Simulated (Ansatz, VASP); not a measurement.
# Au in VASP and in Ansatz

The input INCAR:

```
SYSTEM = Au
ALGO = Normal
EDIFF = 1E-7
ENCUT = 520
GGA = PE
ISIF = 2
ISMEAR = 0
LASPH = .TRUE.
LCHARG = .FALSE.
LREAL = .FALSE.
LWAVE = .FALSE.
NBANDS = 12
NELM = 60
PREC = Accurate
SIGMA = 0.15
```

File KPOINTS:

```
k-points
0
G
  20 20 20
  0 0 0
```

POSCAR

```
Au
1.0
    0.0000000000      1.9841350000      2.0148175000
    1.9841350000      0.0000000000      2.0148175000
    1.9841350000      1.9841350000      0.0000000000
Au
1
Direct
    0.0000000000      0.0000000000      0.0000000000
```

Input for Ansatz:

```yaml
crystal:
  lattice:
    - [0.0, 1.984135, 2.0148175]
    - [1.984135, 0.0, 2.0148175]
    - [1.984135, 1.984135, 0.0]
  atoms:
    - { symbol: Au, position: [0.0, 0.0, 0.0] }
basis:
  ecutwfc: 420
kpoints:
  mp_grid: { grid: [20, 20, 20] }
hamiltonian:
  xc: pbe
scf:
  occupations: { method: gaussian, width: 0.15 }
output:
  forces: true
  stress: true
  eigenvalues: true
```

Change from the starting cell: strain -0.030 along x and y, -0.015 along z, atoms carried along.

Alike in both runs: task single point; functional PBE; k mesh 20 × 20 × 20; occupations gaussian, width 0.15 eV; no spin polarisation.

|  | VASP | Ansatz |
| --- | --- | --- |
| version | VASP 6.6.1 | Ansatz 0.2.0 |
| potentials or method | VASP PAW PBE potentials, release 64 (Au), cutoff 520 eV | scalar-relativistic, plane waves, PAW |
| valence electrons in the cell | 11 | 19 |

```csv
,VASP,Ansatz,Ansatz less VASP
gap on the k mesh at the Fermi level (eV),none,none,-
pressure (GPa),24.8,25.2,+0.40
"traceless stress, the component that is largest in VASP (GPa)",-0.45,-0.45,+0.002
```

A gap of «none» marks a metal or a gap that the smearing closes. With one functional, cell and mesh, what is left measures potentials, basis and numerics. VASP's potentials hold 11 valence electrons a cell and Ansatz's 19, so a difference there can come from the potentials and not from the codes.

Neither program's run includes spin-orbit coupling.
